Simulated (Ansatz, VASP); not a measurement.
# BP in VASP and in Ansatz

```
B P
1.0
     0.00000    2.29691    2.26440
     2.29691    0.00000    2.26440
     2.29691    2.29691    0.00000
B P
1 1
Direct
  0.00000 0.00000 0.00000
  0.25000 0.25000 0.25000
```

Change from the starting cell: strained cell.

Alike in both runs: task relaxation of the atoms; functional PBE; k mesh 8 × 8 × 8; occupations gaussian, width 0.02 eV; no spin polarisation.

```csv
,VASP,Ansatz
version,VASP 6.6.1,Ansatz 0.2.0
potentials or method,"VASP PAW PBE potentials, release 64 (B, P), cutoff 450 eV","scalar-relativistic, plane waves, PAW"
valence electrons in the cell,8,8
```

```tsv
	VASP	Ansatz	Ansatz less VASP
gap on the k mesh at the Fermi level, each at its own relaxed structure (eV)	1.08	1.09	+0.004
```

Ansatz's warnings: stress scf threshold loose.

Noted on VASP's run: the relaxation stopped at its first step, so nothing moved.
